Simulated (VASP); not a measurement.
# HfZr2S6 (R-3) in VASP: further runs

HfZr2S6 is run at these levels: PBE; tasks: single point.

Everything below comes from runs of VASP 6.6.1. Logs are shortened: lines on timing, memory, paths and dates and some standing lists are left out, and cuts for length are marked.

## (1) The cell of the first run

The structure is trigonal, space group R-3 (No. 148). Conventional cell: a = 6.201 Å, b = 6.201 Å, c = 17.577 Å, α = 90.00°, β = 90.00°, γ = 120.00°. Within 3.3 Å of Zr (site symmetry 3) lie 6 S at 2.49 Å. Hf (site symmetry -3) has 6 S at 2.49 Å within 3.3 Å. Within 3.3 Å of S (site symmetry 1) lie 2 Zr at 2.49 Å and 1 Hf at 2.49 Å.

## (2) Single point, PBE

INCAR

```
SYSTEM = HfZr2S6
ALGO = Normal
EDIFF = 1E-7
ENCUT = 520
GGA = PE
ISIF = 2
ISMEAR = 0
LASPH = .True.
LCHARG = .True.
LELF = .True.
LREAL = .False.
LVHAR = .True.
LWAVE = .False.
NBANDS = 45
NELM = 80
PREC = Accurate
SIGMA = 0.1
```

KPOINTS

```
k-points
0
Gamma
  3 3 3
  0 0 0
```

POSCAR

```
HfZr2S6
1.0
    3.1005330400      1.7900935900      5.8591019500
   -3.1005330400      1.7900935900      5.8591019500
    0.0000000000     -3.5801871700      5.8591019500
Zr Hf S
2 1 6
Direct
    0.8333333300      0.8333333300      0.8333333300
    0.1666666700      0.1666666700      0.1666666700
    0.5000000000      0.5000000000      0.5000000000
    0.2459699900      0.5793033200      0.9126366600
    0.9126366600      0.2459699900      0.5793033200
    0.5793033200      0.9126366600      0.2459699900
    0.4206966800      0.0873633400      0.7540300100
    0.0873633400      0.7540300100      0.4206966800
    0.7540300100      0.4206966800      0.0873633400
```

Potentials or basis: VASP PAW PBE potentials, release 64 (Zr_sv, Hf_pv, S).

The run is started by

```sh
> cat potpaw_PBE.64/Zr_sv/POTCAR potpaw_PBE.64/Hf_pv/POTCAR potpaw_PBE.64/S/POTCAR > POTCAR
> mpirun -np 1 vasp_std > vasp.out
```

OUTCAR:

```text
SYSTEM = HfZr2S6
   EDIFF = 1E-7
   ENCUT = 520
   GGA = PE
   ISIF = 2
   ISMEAR = 0
   LASPH = .True.
   LREAL = .False.
   NELM = 80
   PREC = Accurate

 ion  position               nearest neighbor table
   1  0.833  0.833  0.833-   7 2.49   8 2.49   9 2.49   4 2.49   6 2.49   5 2.49   3 3.58   3 3.58
                             2 3.58   2 3.58   3 3.58   2 3.58
   2  0.167  0.167  0.167-   6 2.49   5 2.49   4 2.49   9 2.49   7 2.49   8 2.49   3 3.58   3 3.58
                             1 3.58   1 3.58   3 3.58   1 3.58
   3  0.500  0.500  0.500-   5 2.49   8 2.49   4 2.49   9 2.49   6 2.49   7 2.49   2 3.58   2 3.58
                             1 3.58   1 3.58   2 3.58   1 3.58
   4  0.246  0.579  0.913-   2 2.49   3 2.49   1 2.49
   5  0.913  0.246  0.579-   2 2.49   3 2.49   1 2.49
   6  0.579  0.913  0.246-   2 2.49   3 2.49   1 2.49
   7  0.421  0.087  0.754-   1 2.49   3 2.49   2 2.49
   8  0.087  0.754  0.421-   1 2.49   3 2.49   2 2.49
   9  0.754  0.421  0.087-   1 2.49   3 2.49   2 2.49

  LATTYP: Found a trigonal (rhomboedric) cell.
 ALAT       =     6.8663538981
 COS(alpha) =     0.5921970563

  Lattice vectors:

 A1 = (   3.1005330400,   1.7900935900,   5.8591019500)
 A2 = (  -3.1005330400,   1.7900935900,   5.8591019500)
 A3 = (   0.0000000000,  -3.5801871700,   5.8591019500)

Analysis of symmetry for initial positions (statically):
=====================================================================
 Subroutine PRICEL returns:
 Original cell was already a primitive cell.

 Routine SETGRP: Setting up the symmetry group for a
 trigonal (rhombohedral) supercell.

 Subroutine GETGRP returns: Found  6 space group operations
 (whereof  6 operations were pure point group operations)
 out of a pool of 12 trial point group operations.

The static configuration has the point symmetry S_6 .

Analysis of symmetry for dynamics (positions and initial velocities):
=====================================================================
 Subroutine PRICEL returns:
 Original cell was already a primitive cell.

 Routine SETGRP: Setting up the symmetry group for a
 trigonal (rhombohedral) supercell.

 Subroutine GETGRP returns: Found  6 space group operations
 (whereof  6 operations were pure point group operations)
 out of a pool of 12 trial point group operations.

The dynamic configuration has the point symmetry S_6 .

 Subroutine INISYM returns: Found  6 space group operations
 (whereof  6 operations are pure point group operations),
 and found     1 'primitive' translations

----------------------------------------------------------------------------------------

                                     Primitive cell

  volume of cell :     195.1167

  direct lattice vectors                    reciprocal lattice vectors
     3.100533040  1.790093590  5.859101950     0.161262594  0.093105002  0.056891540
    -3.100533040  1.790093590  5.859101950    -0.161262594  0.093105002  0.056891540
     0.000000000 -3.580187170  5.859101950     0.000000000 -0.186210004  0.056891540

  length of vectors
     6.866353898  6.866353898  6.866353897     0.194706992  0.194706992  0.194706992

  position of ions in fractional coordinates (direct lattice)
     0.833333330  0.833333330  0.833333330
     0.166666670  0.166666670  0.166666670
     0.500000000  0.500000000  0.500000000
     0.245969990  0.579303320  0.912636660
     0.912636660  0.245969990  0.579303320
     0.579303320  0.912636660  0.245969990
     0.420696680  0.087363340  0.754030010
     0.087363340  0.754030010  0.420696680
     0.754030010  0.420696680  0.087363340

  ion indices of the primitive-cell ions
   primitive index   ion index
                 1           1
                 2           2
                 3           3
                 4           4
                 5           5
                 6           6
                 7           7
                 8           8
                 9           9

----------------------------------------------------------------------------------------

 KPOINTS: k-points

Automatic generation of k-mesh.
 Grid dimensions read from file:
 generate k-points for:    3    3    3

 Generating k-lattice:

  Cartesian coordinates                     Fractional coordinates (reciprocal lattice)
     0.053754198  0.031035001  0.018963847     0.333333333  0.000000000  0.000000000
    -0.053754198  0.031035001  0.018963847     0.000000000  0.333333333  0.000000000
     0.000000000 -0.062070001  0.018963847    -0.000000000 -0.000000000  0.333333333

  Length of vectors
     0.064902331  0.064902331  0.064902331

  Shift w.r.t. Gamma in fractional coordinates (k-lattice)
     0.000000000  0.000000000  0.000000000

 Subroutine IBZKPT returns following result:
 ===========================================

 Found      6 irreducible k-points:

 Following reciprocal coordinates:
            Coordinates               Weight
  0.000000  0.000000  0.000000      1.000000
  0.333333 -0.000000 -0.000000      6.000000
  0.333333  0.333333  0.000000      6.000000
 -0.333333  0.333333  0.000000      6.000000
  0.333333  0.333333  0.333333      2.000000
 -0.333333  0.333333  0.333333      6.000000
   k-points           NKPTS =      6   k-points in BZ     NKDIM =      6   number of bands    NBANDS=     45
   number of dos      NEDOS =    301   number of ions     NIONS =      9
   total plane-waves  NPLWV = 157464
   dimension x,y,z NGX =    54 NGY =   54 NGZ =   54
   dimension x,y,z NGXF=   108 NGYF=  108 NGZF=  108
   ions per type =               2   1   6
   NGX,Y,Z   is equivalent  to a cutoff of  13.07, 13.07, 13.07 a.u.
   NGXF,Y,Z  is equivalent  to a cutoff of  26.15, 26.15, 26.15 a.u.
 SYSTEM =  HfZr2S6
   PREC   = accura    normal or accurate (medium, high low for compatibility)
   ISTART =      0    job   : 0-new  1-cont  2-samecut
   ICHARG =      2    charge: 1-file 2-atom 10-const
   ISPIN  =      1    spin polarized calculation?
   LNONCOLLINEAR =      F non collinear calculations
   LSORBIT =      F    spin-orbit coupling
   LASPH  =      T    aspherical Exc in radial PAW
   ENCUT  =  520.0 eV  38.22 Ry    6.18 a.u.  12.77 12.77 12.77*2*pi/ulx,y,z
   NELM   =     80;   NELMIN=  2; NELMDL= -5     # of ELM steps
   EDIFF  = 0.1E-06   stopping-criterion for ELM
   LREAL  =      F    real-space projection
   EDIFFG = 0.1E-05   stopping-criterion for IOM
   NSW    =      0    number of steps for IOM
   IBRION =     -1    ionic relax: 0-MD 1-quasi-New 2-CG
   NFREE  =      0    steps in history (QN), initial steepest desc. (CG)
   ISIF   =      2    stress and relaxation
   ISYM   =      2    0-nonsym 1-usesym 2-fastsym
   POTIM  = 0.5000    time-step for ionic-motion
   TEBEG  =    0.0;   TEEND  =   0.0 temperature during run
   PSTRESS=    0.0 pullay stress
   NELECT =      70.0000    total number of electrons
   NUPDOWN=      -1.0000    fix difference up-down
   EMIN   =  10.00;   EMAX   =-10.00  energy-range for DOS
   EFERMI =   0.00;   METHOD = LEGACY
   ISMEAR =     0;   SIGMA  =   0.10  broadening in eV -4-tet -1-fermi 0-gaus
   EFERMI_NEDOS =   21; number of points for ismear=-14 and -15
   IALGO  =     38    algorithm
   IMIX   =      4    mixing-type and parameters
     AMIX     =   0.40;   BMIX     =  1.00
     AMIX_MAG =   1.60;   BMIX_MAG =  1.00
  volume/ion in A,a.u.               =      21.68       146.30
  Fermi-wavevector in a.u.,A,eV,Ry     =   1.163258  2.198239 18.410984  1.353169
  Thomas-Fermi vector in A             =   2.299810
   LORBIT       =      0    0 simple, 1 ext, 2 COOP (PROOUT), +10 PAW based schemes
   GGA     = PE    functional components
   LHFCALC =     F    Hartree Fock is set to
   AEXX    =    0.0000 exact exchange contribution
   IVDW    =     0    specifies the selected vdW correction
   LEPSILON=     F    determine dielectric tensor
   LRPA    =     F    only Hartree local field effects (RPA)
 non-spin polarized calculation
 Gauss-broadening in eV      SIGMA  =   0.10
  energy-cutoff  :      520.00
  volume of cell :      195.12
 maximum number of plane-waves:      5261
 NGX is ok and might be reduce to    54
   NGX = 25   NGY = 25   NGZ = 25

 number of electron      70.0000002 magnetization

 Free energy of the ion-electron system (eV)
  ---------------------------------------------------
  ext. energy  EPLUGINS =         0.00000000
  ---------------------------------------------------
  free energy    TOTEN  =       -65.24306034 eV

  energy without entropy =      -65.24306034  energy(sigma->0) =      -65.24306034

 E-fermi :   5.0147     XC(G=0):  -9.7364

 val. band max:        4.4761332769   @ k =   0.0000   0.0000   0.0000
 cond. band min:       5.7111456527   @ k =  -0.3333   0.3333   0.0000
 fundamental gap:      1.2350123758
 Fermi energy:         5.0146955715

 k-point     1 :       0.0000    0.0000    0.0000
  band No.  band energies     occupation
      1     -44.1549      2.00000
      2     -44.1338      2.00000
      3     -25.9626      2.00000
      4     -25.9626      2.00000
      5     -25.9526      2.00000
      6     -22.3559      2.00000
[... 37 lines left out ...]
     44       8.0356      0.00000
     45      10.0032      0.00000

 k-point     2 :       0.3333   -0.0000   -0.0000
  band No.  band energies     occupation
      1     -44.1504      2.00000
      2     -44.1382      2.00000
      3     -25.9632      2.00000
      4     -25.9617      2.00000
      5     -25.9525      2.00000
      6     -22.3652      2.00000
[... 37 lines left out ...]
     44       8.5024      0.00000
     45       9.5836      0.00000

 k-point     3 :       0.3333    0.3333    0.0000
  band No.  band energies     occupation
      1     -44.1504      2.00000
      2     -44.1382      2.00000
      3     -25.9632      2.00000
      4     -25.9617      2.00000
      5     -25.9525      2.00000
      6     -22.3653      2.00000
[... 37 lines left out ...]
     44       8.5025      0.00000
     45       9.5546      0.00000

 k-point     4 :      -0.3333    0.3333    0.0000
  band No.  band energies     occupation
      1     -44.1443      2.00000
      2     -44.1443      2.00000
      3     -25.9623      2.00000
      4     -25.9623      2.00000
      5     -25.9524      2.00000
      6     -22.3818      2.00000
[... 37 lines left out ...]
     44       8.5557      0.00000
     45       9.8872      0.00000

 k-point     5 :       0.3333    0.3333    0.3333
  band No.  band energies     occupation
      1     -44.1549      2.00000
      2     -44.1338      2.00000
      3     -25.9626      2.00000
      4     -25.9626      2.00000
      5     -25.9527      2.00000
      6     -22.3559      2.00000
[... 37 lines left out ...]
     44       8.2200      0.00000
     45      10.0290      0.00000

 k-point     6 :      -0.3333    0.3333    0.3333
  band No.  band energies     occupation
      1     -44.1504      2.00000
      2     -44.1382      2.00000
      3     -25.9632      2.00000
      4     -25.9617      2.00000
      5     -25.9525      2.00000
      6     -22.3653      2.00000
[... 37 lines left out ...]
     44       8.5701      0.00000
     45       9.4056      0.00000

------------------------ aborting loop because EDIFF is reached ----------------------------------------

  FORCE on cell =-STRESS in cart. coord.  units (eV):
  Direction    XX          YY          ZZ          XY          YZ          ZX
  --------------------------------------------------------------------------------------
  -------------------------------------------------------------------------------------
  Total       11.5930005     11.5930005     11.3580335      0.0000000      0.0000000     -0.0000000
  in kB       95.1945383     95.1945384     93.2651344      0.0000000      0.0000001     -0.0000000
  external PRESSURE =      94.5514037 kB  Pullay stress =       0.0000000 kB

 VOLUME and BASIS-vectors are now :
 -----------------------------------------------------------------------------
  energy-cutoff  :      520.00
  volume of cell :      195.12
      direct lattice vectors                 reciprocal lattice vectors
     3.100533040  1.790093590  5.859101950     0.161262594  0.093105002  0.056891540
    -3.100533040  1.790093590  5.859101950    -0.161262594  0.093105002  0.056891540
     0.000000000 -3.580187170  5.859101950     0.000000000 -0.186210004  0.056891540

 POSITION                                       TOTAL-FORCE (eV/Angst)
 -----------------------------------------------------------------------------------
      0.00000      0.00000     14.64775         0.000000      0.000000      0.000680
      0.00000      0.00000      2.92955         0.000000     -0.000000     -0.000680
      0.00000      0.00000      8.78865         0.000000     -0.000000      0.000000
     -1.03351     -1.79009     10.18259         0.108873      0.188571      1.138498
      2.06702      0.00000     10.18259        -0.217743      0.000001      1.138498
     -1.03351      1.79009     10.18259         0.108871     -0.188572      1.138498
      1.03351     -1.79009      7.39471        -0.108871      0.188572     -1.138498
     -2.06702     -0.00000      7.39471         0.217743     -0.000001     -1.138498
      1.03351      1.79009      7.39471        -0.108873     -0.188571     -1.138498
 -----------------------------------------------------------------------------------
    total drift:                               -0.000000      0.000000      0.000000

  FREE ENERGIE OF THE ION-ELECTRON SYSTEM (eV)
  ---------------------------------------------------
  free  energy   TOTEN  =       -65.2430603360 eV

  energy  without entropy=      -65.2430603360  energy(sigma->0) =      -65.24306034
```

Run time: 95 s. Hardware: 1 thread of Intel Xeon 6975P-C (Granite Rapids), shared host; peak memory 0.39 GiB.

Results:

* Free energy: -65.2431 eV
* Pressure: 9.5 GPa
* Largest force: 1.159 eV/Å
* Band gap on the k mesh: 1.24 eV, indirect (least direct gap 1.57 eV)

Forces on the atoms (eV/Å):
```
Zr   0.000  0.000  0.001
Zr   0.000  0.000 -0.001
Hf   0.000  0.000  0.000
S    0.109  0.189  1.138
S   -0.218  0.000  1.138
S    0.109 -0.189  1.138
S   -0.109  0.189 -1.138
S    0.218  0.000 -1.138
S   -0.109 -0.189 -1.138
```

Stress tensor (GPa, compression positive):
```
9.52 0.00 0.00
0.00 9.52 0.00
0.00 0.00 9.33
```

Levels at points of the mesh, in eV from the valence-band top:
| k point | band 33 | band 34 | band 35 | band 36 | band 37 | band 38 |
| --- | --- | --- | --- | --- | --- | --- |
| (0.00, 0.00, 0.00) | -0.01 | 0.00 | 0.00 | 1.77 | 1.77 | 2.43 |

Caveat: spin-orbit coupling is left out, which moves the levels of the heavy elements; forces of over 1 eV/Å act on the atoms, so gaps and moduli don't describe the material at rest. Expect the measured gap to be larger: semilocal functionals such as PBE lack the derivative discontinuity.

## (3) Single point, PBE

This run uses another cell than the first one, of 25.56 Å³/atom, 1.179 times its volume.

INCAR

```
PREC = Accurate
ENCUT = 520
EDIFF = 1E-7
ISMEAR = 0
SIGMA = 0.1
LREAL = False
LASPH = True
NELM = 100
ALGO = Normal
ISIF = 2
LWAVE = False
LCHARG = False
GGA = PE
NBANDS = 45
```

KPOINTS

```
regular mesh
0
Gamma
  3 3 3
```

POSCAR

```
HfZr2S6
1.0
    3.1832013850      1.8378221784      6.5546195825
   -3.1832013850      1.8378221784      6.5546195825
    0.0000000000     -3.6756443512      6.5546195840
Zr Hf S
2 1 6
Direct
    0.8333383910      0.8333383910      0.8333383910
    0.1666616090      0.1666616090      0.1666616090
    0.5000000000      0.5000000000      0.5000000000
    0.2424993686      0.5735280646      0.9045745163
    0.9045745163      0.2424993686      0.5735280646
    0.5735280646      0.9045745163      0.2424993686
    0.4264719354      0.0954254837      0.7575006314
    0.0954254837      0.7575006314      0.4264719354
    0.7575006314      0.4264719354      0.0954254837
```

Potentials or basis: VASP PAW PBE potentials, release 64 (Zr_sv, Hf_pv, S).

The run is started by

```sh
> cat potpaw_PBE.64/Zr_sv/POTCAR potpaw_PBE.64/Hf_pv/POTCAR potpaw_PBE.64/S/POTCAR > POTCAR
> mpirun -np 1 vasp_std > vasp.out
```

Wall time 1.9 min (1 thread of Intel Xeon 6975P-C (Granite Rapids), shared host); peak memory 0.43 GiB.

It converged, with:

```yaml
Free_energy: -65.8072 eV
Pressure: -0.1 GPa
Largest_force: 0.038 eV/Å
Band_gap_on_the_k_mesh: 1.28 eV, indirect (least direct gap 1.72 eV)
```

Forces in eV/Å, atoms in the order of the input:
```
Zr   0.000  0.000  0.000
Zr   0.000  0.000  0.000
Hf   0.000  0.000  0.000
S    0.018  0.031 -0.011
S   -0.036  0.000 -0.011
S    0.018 -0.031 -0.011
S   -0.018  0.031  0.011
S    0.036  0.000  0.011
S   -0.018 -0.031  0.011
```

Stress tensor (GPa, compression positive):
```
-0.22  0.00  0.00
 0.00 -0.22  0.00
 0.00  0.00  0.01
```

Levels at points of the mesh, in eV from the valence-band top:
| k point | band 33 | band 34 | band 35 | band 36 | band 37 | band 38 |
| --- | --- | --- | --- | --- | --- | --- |
| (0.00, 0.00, 0.00) | -0.31 | 0.00 | 0.00 | 1.79 | 1.79 | 2.35 |

Caveat: spin-orbit coupling is left out, which moves the levels of the heavy elements. A k mesh can miss the band edges.
